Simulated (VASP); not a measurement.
Wanted: the native input for a VASP 6.6.1 run.

```yaml
Task: single point
Functional: PBE
Dispersion: D3(BJ)
Potentials_or_basis: VASP PAW PBE potentials, release 64 (Ga_d)
Cutoff: 500 eV
k_mesh: 8 × 12 × 12
Occupations: gaussian, width 0.1 eV
Spin: no spin polarisation
Dipole_correction: no
Further_INCAR_settings: ALGO = Normal; EDIFF = 1e-06; NBANDS = 48
```

The structure of Ga lies in POSCAR:

```
Ga
1.0
    0.0000000000      0.0000000000      4.7756152749
    4.4335544740      2.5597138690      0.0000000000
   -4.4335544739      2.5597138690      0.0000000000
Ga
6
Direct
    0.7500000000      0.3333333333      1.0000000000
    0.7500000000      0.6666666667      0.6666666667
    0.7500000000      0.0000000000      0.3333333333
    0.2500000000      0.3333333333      0.3333333333
    0.2500000000      0.6666666667      1.0000000000
    0.2500000000      0.0000000000      0.6666666667
```

This isn't the form of Ga at room conditions, which is orthorhombic.

One way to write it, as run:

INCAR

```
SYSTEM = Ga
  ALGO = Normal
  EDIFF = 1E-6
  ENCUT = 500
  GGA = PE
  GGA_COMPAT = .False.
  ISIF = 2
  ISMEAR = 0
  IVDW = 12
  LASPH = .True.
  LCHARG = .False.
  LREAL = .False.
  LWAVE = .False.
  NBANDS = 48
  NELM = 120
  PREC = Accurate
  SIGMA = 0.1
```

KPOINTS

```
k-points
0
Gamma
  8 12 12
  0 0 0
```

Potentials or basis: VASP PAW PBE potentials, release 64 (Ga_d).

Launch:

```bash
$ cat potpaw_PBE.64/Ga_d/POTCAR > POTCAR
$ mpirun -np 1 vasp_std > vasp.out
```

It gave:

| Item | Value |
| --- | --- |
| Pressure | 0.2 GPa |
| Band gap on the k mesh | zero (bands 39 and 40 overlap by 5.30 eV) |
| Dispersion energy per atom | -0.318 eV |

Run time: 11 min on 1 thread of Oxide Virtual Turin-like Processor, with other jobs on the host, peak memory 0.41 GiB.
